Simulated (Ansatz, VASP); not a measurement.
# Two plane-wave programs on BN

INCAR

```
SYSTEM = BN
PREC = Accurate ; ENCUT = 910
EDIFF = 1E-7 ; ISMEAR = 0
SIGMA = 0.02 ; LREAL = .FALSE.
LASPH = .TRUE. ; NELM = 120
ALGO = Normal ; ISIF = 3
LWAVE = .FALSE. ; LCHARG = .FALSE.
GGA = PE ; IBRION = 2
NSW = 100 ; EDIFFG = -0.01
GGA_COMPAT = .FALSE. ; NELMIN = 4
```

KPOINTS

```
Automatic mesh
0
G
  10 10 6
  0 0 0
```

The input POSCAR:

```
BN
1.0
    2.1758173620     -1.2561772780      0.0000000000
    2.1758173620      1.2561772780      0.0000000000
   -1.4008572205      0.0000000000      3.8617495171
B N
1 1
Direct
    0.0004237991      0.0004237991      0.0012636983
    0.6671431809      0.6671431809      0.0014372517
```

Input for Ansatz:

```yaml
crystal:
  lattice:
    - [2.175817362, -1.256177278, 0.0]
    - [2.175817362, 1.256177278, 0.0]
    - [-1.4008572205, 0.0, 3.8617495171]
  atoms:
    - { symbol: B, position: [0.0004237991, 0.0004237991, 0.0012636983] }
    - { symbol: "N", position: [0.6671431809, 0.6671431809, 0.0014372517] }
basis:
  ecutwfc: 420
kpoints:
  mp_grid: { grid: [10, 10, 6] }
hamiltonian:
  xc: pbe
scf:
  occupations: { method: gaussian, width: 0.02 }
output:
  forces: true
  stress: true
  eigenvalues: true
relax:
  adjacent_minimum: "off"
  f_tol: 0.01
  max_steps: 80
  cell: { stress_tol: 0.05 }
```

Alike in both runs: task relaxation of cell and atoms; functional PBE; k mesh 10 × 10 × 6; occupations gaussian, width 0.02 eV; no spin polarisation.

|  | VASP | Ansatz |
| --- | --- | --- |
| version | VASP 6.6.1 | Ansatz 0.2.0 |
| potentials or method | VASP PAW PBE potentials, release 64 (B_h, N_h), cutoff 910 eV | scalar-relativistic, plane waves, PAW |
| valence electrons in the cell | 8 | 8 |

```csv
,VASP,Ansatz,Ansatz less VASP
"gap on the k mesh at the Fermi level, each at its own relaxed structure (eV)",4.55,4.52,-0.034
relaxed volume (Å³/atom),10.54,11.42,+0.873
relaxed cell length with the largest relative difference (Å),4.108,4.415,+0.3072
```

One of these differences is far larger than is usual between the two programs; its cause wasn't traced.

Noted on VASP's run: the cutoff is short for stress, so the pressure is rough.
